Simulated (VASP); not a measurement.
Here is a VASP 6.6.1 calculation.

File INCAR:

```
SYSTEM = MgS
ALGO = Normal
EDIFF = 1E-7
EDIFFG = -0.002
ENCUT = 600
GGA = PS
GGA_COMPAT = .FALSE.
IBRION = 2
ISIF = 3
ISMEAR = 0
LASPH = .TRUE.
LCHARG = .FALSE.
LREAL = .FALSE.
LWAVE = .FALSE.
NELM = 120
NELMIN = 4
NSW = 100
PREC = Accurate
SIGMA = 0.02
```

Contents of KPOINTS:

```
k-points
0
G
  8 8 8
  0 0 0
```

File POSCAR:

```
MgS
1.0
    0.0000000000      2.8331200500      2.8331200500
    2.8331200500      0.0000000000      2.8331200500
    2.8331200500      2.8331200500      0.0000000000
Mg S
1 1
Direct
    0.0000000000      0.0000000000      0.0000000000
    0.2500000000      0.2500000000      0.2500000000
```

Potentials or basis: VASP PAW PBE potentials, release 64 (Mg, S).

The run is started by

```bash
$ cat potpaw_PBE.64/Mg/POTCAR potpaw_PBE.64/S/POTCAR > POTCAR
$ mpirun -np 1 vasp_std > vasp.out
```

Task: Predict the relaxed cell.

Result: a = 3.995 Å, b = 3.995 Å, c = 3.995 Å, α = 60.00°, β = 60.00°, γ = 60.00°.

Task: Estimate the space group after relaxing (to 0.1 Å).

Result: F-43m (No. 216).

Step by step:
```tsv
step	energy change (eV)	largest force (eV/Å)	pressure (GPa)	volume (Å³)
1	0.0000	0.0000	-0.50	45.48
2	-0.0006	0.0000	0.09	45.01
3	-0.0006	0.0000	0.00	45.08
```

Caveat: the PAW data sets were made with another functional, which shifts forces and pressure a little.
